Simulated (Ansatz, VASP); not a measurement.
## One calculation of Sc, two programs

File INCAR:

```
  ALGO = Normal
  EDIFF = 1E-6
  ENCUT = 520
  GGA = PE
  ISIF = 2
  ISMEAR = -1
  LASPH = True
  LCHARG = True
  LELF = True
  LREAL = False
  LVHAR = True
  LWAVE = False
  NBANDS = 12
  NELM = 60
  PREC = Accurate
  SIGMA = 0.05
```

Contents of KPOINTS:

```
k-points
0
Gamma
  10 10 10
```

POSCAR

```
Sc
1.0
    0.0000000000      2.2749673236      2.2749673236
    2.2749673236      0.0000000000      2.2749673236
    2.2749673236      2.2749673236      0.0000000000
Sc
1
Direct
    0.0000000000      0.0000000000      0.0000000000
```

File input.yaml:

```yaml
crystal:
  lattice:
    - [0.0, 2.2749673236, 2.2749673236]
    - [2.2749673236, 0.0, 2.2749673236]
    - [2.2749673236, 2.2749673236, 0.0]
  atoms:
    - { symbol: Sc, position: [0.0, 0.0, 0.0] }
kpoints:
  mp_grid: { grid: [10, 10, 10] }
scf:
  occupations: { method: fermi_dirac, width: 0.05 }
hamiltonian:
  xc: pbe
  pseudopotentials: { kind: all_electron, lapw: { basis_error: 0.0005 } }
output:
  forces: true
  stress: true
  eigenvalues: true
```

Change from the starting cell: volume scaled by 1.02.

Alike in both runs: task single point; functional PBE; k mesh 10 × 10 × 10; occupations fermi-dirac, width 0.05 eV; no spin polarisation.

|  | VASP | Ansatz |
| --- | --- | --- |
| version | VASP 6.6.1 | Ansatz 0.2.0 |
| potentials or method | VASP PAW PBE potentials, release 64 (Sc_sv), cutoff 520 eV | all-electron LAPW, scalar-relativistic |

|  | VASP | Ansatz | Ansatz less VASP |
| --- | --- | --- | --- |
| gap on the k mesh at the Fermi level (eV) | none | none | - |
| pressure (GPa) | 2.6 | 2.6 | -0.03 |

A gap of «none» marks a metal or a gap that the smearing closes. Ansatz ran all-electron here, and VASP with PAW potentials.
